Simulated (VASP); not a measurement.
CdS, 4 atoms in the cell. Symmetry: P6_3mc, No. 186, hexagonal system. The conventional cell has a = 4.150 Å, b = 4.150 Å, c = 6.737 Å, α = 90.00°, β = 90.00°, γ = 120.00°. Cd (site symmetry 3m) has 4 S at 2.53 to 2.54 Å within 3.3 Å. S (site symmetry 3m) has 4 Cd at 2.53 to 2.54 Å within 3.3 Å. 

```yaml
Program: VASP 6.6.1
Task: single point
Functional: r2SCAN
Potentials_or_basis: VASP PAW PBE potentials, release 64 (Cd, S)
Cutoff: 520 eV
k_mesh: 6 × 6 × 2
Occupations: gaussian, width 0.01 eV
Spin: no spin polarisation
Dipole_correction: no
Further_INCAR_settings: ALGO = Normal; EDIFF = 1e-06; NBANDS = 26
```

Potentials or basis: VASP PAW PBE potentials, release 64 (Cd, S).

Run with:

```sh
$ cat potpaw_PBE.64/Cd/POTCAR potpaw_PBE.64/S/POTCAR > POTCAR
$ cp INCAR.step1 INCAR
$ mpirun -np 1 vasp_std > vasp.out
$ cp INCAR.step2 INCAR
$ mpirun -np 1 vasp_std > vasp.out
```

Hardware: 1 thread of Intel Xeon 8259CL, with other jobs on the host.

Problem. How long does it take, and how much memory?

Solution. Wall time 3.4 min on 1 thread of Intel Xeon 8259CL, with other jobs on the host, peak memory 0.24 GiB. Counts: k points 14.
